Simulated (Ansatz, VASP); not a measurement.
# One calculation of Ti, two programs

```xyz
2
Lattice="2.9358 0.0000 0.0000 -1.4679 2.5425 0.0000 0.0000 0.0000 4.6367" Properties=species:S:1:pos:R:3 pbc="T T T"
Ti    0.0000    0.0000    0.0000
Ti    0.0000    1.6950    2.3184
```

Alike in both runs: functional r2SCAN; k mesh 18 × 18 × 10; occupations gaussian, width 0.1 eV; no spin polarisation.

Ansatz relaxed the structure, and its values are those at the end. VASP's run is a single point on that final structure, the one shown.

|  | VASP | Ansatz |
| --- | --- | --- |
| version | VASP 6.6.1 | Ansatz 0.2.0 |
| potentials or method | VASP PAW PBE potentials, release 64 (Ti_sv), cutoff 520 eV | scalar-relativistic, plane waves, PAW |
| valence electrons in the cell | 24 | 24 |

Ansatz gave:

| Quantity | Value |
| --- | --- |
| gap on the k mesh at the Fermi level (eV) | none |
| pressure (GPa) | 0.0 |

Question: What did VASP give for the same quantities?

Answer: gap on the k mesh at the Fermi level (eV): none; pressure (GPa): 0.3.

VASP's potentials were made for PBE, not for r2SCAN. A gap of «none» marks a metal or a gap that the smearing closes. The functional is the same, so the differences come from potentials, cutoffs and numerics.
